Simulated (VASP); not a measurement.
Runs of VASP 6.6.1 on Pt. The structure is that of space group Fm-3m (No. 225), or close to it. The cells are those of the table. 

| level | potentials or basis | spin | cell | k mesh | smearing | gap on the mesh (eV) | pressure (GPa) | moment (μB) |
| --- | --- | --- | --- | --- | --- | --- | --- | --- |
| RPBE | VASP PAW PBE potentials, release 64 (Pt) | non-collinear, zero start, SOC | a = 2.717 Å, angles 60.0°, 1 atom | 9 × 9 × 9 | fermi-dirac 0.02 eV | - | 35.7 | 0.00 |
| PBE | VASP PAW PBE potentials, release 64 (Pt) | off | a = 2.773 Å, angles 60.0°, 1 atom | 12 × 12 × 12 | gaussian 0.023 eV | none | (a) | - |
| LDA | VASP PAW LDA potentials, release 64 (Pt) | off | a = 2.810 Å, angles 60.0°, 1 atom | 12 × 12 × 12 | fermi-dirac 0.05 eV | none | (b) | - |
| PBEsol | VASP PAW PBE potentials, release 64 (Pt) | off | a = 2.756 Å, angles 60.0°, 1 atom | 12 × 12 × 12 | fermi-dirac 0.05 eV | none | 4.7 | - |
| RPBE | VASP PAW PBE potentials, release 64 (Pt) | non-collinear, zero start, SOC | a = 2.736 Å, angles 60.0°, 1 atom | 9 × 9 × 9 | fermi-dirac 0.02 eV | - | 27.5 | 0.00 |

Alike in all rows: task single point; cutoff (eV) 520.

**Question.** Fill in the values left out.

**Answer.** (a) 9.7; (b) -15.1.

Caveats: the PAW data sets were made with another functional, which shifts forces and pressure a little (some runs); spin-orbit coupling is left out, which moves the levels of the heavy elements (some runs).

A k mesh can miss the band edges, and rows without SOC leave out spin-orbit coupling on Pt.

A gap of «none» marks levels without a gap at the run's occupations.
